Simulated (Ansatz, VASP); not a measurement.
One calculation of Yb, two programs

INCAR

```
ALGO = Normal ; EDIFF = 1E-8
ENCUT = 520 ; GGA = PS
ISIF = 2 ; ISMEAR = -1
LASPH = T ; LCHARG = F
LEFG = T ; LREAL = F
LWAVE = F ; NBANDS = 31
NELM = 80 ; PREC = Accurate
SIGMA = 0.03
```

File KPOINTS:

```
k-points
0
Gamma
  11 11 6
```

POSCAR

```
Yb
1.0
    3.8798991495      0.0000000000      0.0000000000
   -1.9399495748      3.3600912276      0.0000000000
    0.0000000000      0.0000000000      6.3859000000
Yb
2
Direct
    0.3333333333      0.6666666667      0.2500000000
    0.6666666667      0.3333333333      0.7500000000
```

Input for Ansatz:

```yaml
crystal:
  lattice:
    - [3.8798991495, 0.0, 0.0]
    - [-1.9399495748, 3.3600912276, 0.0]
    - [0.0, 0.0, 6.3859]
  atoms:
    - { symbol: Yb, position: [0.3333333333, 0.6666666667, 0.25] }
    - { symbol: Yb, position: [0.6666666667, 0.3333333333, 0.75] }
kpoints:
  mp_grid: { grid: [11, 11, 6] }
  band_path:
    path:
      - [0.0, 0.0, 0.0]
      - [0.5, 0.0, 0.0]
      - [0.3333333333, 0.3333333333, 0.0]
      - [0.0, 0.0, 0.0]
      - [0.0, 0.0, 0.5]
      - [0.5, 0.0, 0.5]
      - [0.3333333333, 0.3333333333, 0.5]
      - [0.0, 0.0, 0.5]
      - [0.5, 0.0, 0.5]
    npoints: 5
scf:
  occupations: { method: fermi_dirac, width: 0.03 }
hamiltonian:
  xc: pbesol
  pseudopotentials: { kind: paw }
output:
  forces: true
  stress: true
  eigenvalues: true
  efg: { contact_densities: true }
```

Alike in both runs: task electric field gradients; functional PBEsol; k mesh 11 × 11 × 6; occupations fermi-dirac, width 0.03 eV; no spin polarisation.

```csv
,VASP,Ansatz
version,VASP 6.6.1,Ansatz 0.2.0
potentials or method,"VASP PAW PBE potentials, release 64 (Yb)","PAW with Ansatz's default frozen-core files, scalar-relativistic"
plane-wave cutoff (eV),520,420
valence electrons in the cell,48,48
```

|  | VASP | Ansatz | Ansatz less VASP |
| --- | --- | --- | --- |
| pressure (GPa) | -3.5 | -3.3 | +0.24 |
| size of Vzz on the site where it differs most (V/Å²) | 7.9 | 7.6 | -0.24 |

VASP's potentials were made for PBE, not for PBEsol.

Neither program's run includes spin-orbit coupling.
